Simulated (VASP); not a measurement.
Wanted: the native input for a VASP 6.6.1 run.

* Task: single point
* Functional: PBEsol
* Potentials or basis: VASP PAW PBE potentials, release 64 (Ta_pv, N)
* Cutoff: 520 eV
* k mesh: 12 × 12 × 14
* Occupations: gaussian, width 0.1 eV
* Spin: no spin polarisation
* Dipole correction: no
* Further INCAR settings: ALGO = Normal; EDIFF = 1e-06; NBANDS = 15; ISYM = 0

The structure of TaN lies in POSCAR:

```
TaN
1.0
    3.1830748945     -0.0000015635     -0.0041520338
   -1.5915388012      2.7566260660      0.0000000000
    1.5883519138      0.9170354050      2.4337414526
Ta N
1 1
Direct
    0.0000000000      0.0000000000      0.0000000000
    0.0000000000      0.5000000000      0.5000000000
```

These files were run (other wordings do the same):

INCAR

```
PREC = Accurate ; ENCUT = 520
EDIFF = 1E-6 ; ISMEAR = 0
SIGMA = 0.1 ; LREAL = F
LASPH = T ; NELM = 80
ALGO = Normal ; ISIF = 2
LWAVE = F ; LCHARG = T
GGA = PS ; LELF = T
LVHAR = T ; NBANDS = 15
ISYM = 0
```

KPOINTS

```
Automatic mesh
0
Gamma
  12 12 14
```

Potentials or basis: VASP PAW PBE potentials, release 64 (Ta_pv, N).

Launch:

```console
$ cat potpaw_PBE.64/Ta_pv/POTCAR potpaw_PBE.64/N/POTCAR > POTCAR
$ mpirun -np 1 vasp_std > vasp.out
```

It gave:

```yaml
Pressure: -6.0 GPa
Band_gap_on_the_k_mesh: zero (band 8 reaches 11.55 eV, above the bottom of band 9 at 6.83 eV)
```

Caveat: the PAW data sets were made with another functional, which shifts forces and pressure a little; spin-orbit coupling is left out, which moves the levels of the heavy elements.

Wall time 83 s on 1 thread of Intel(R) Xeon(R) 6975P-C (Granite Rapids), with other jobs on the host, peak memory 0.42 GiB.
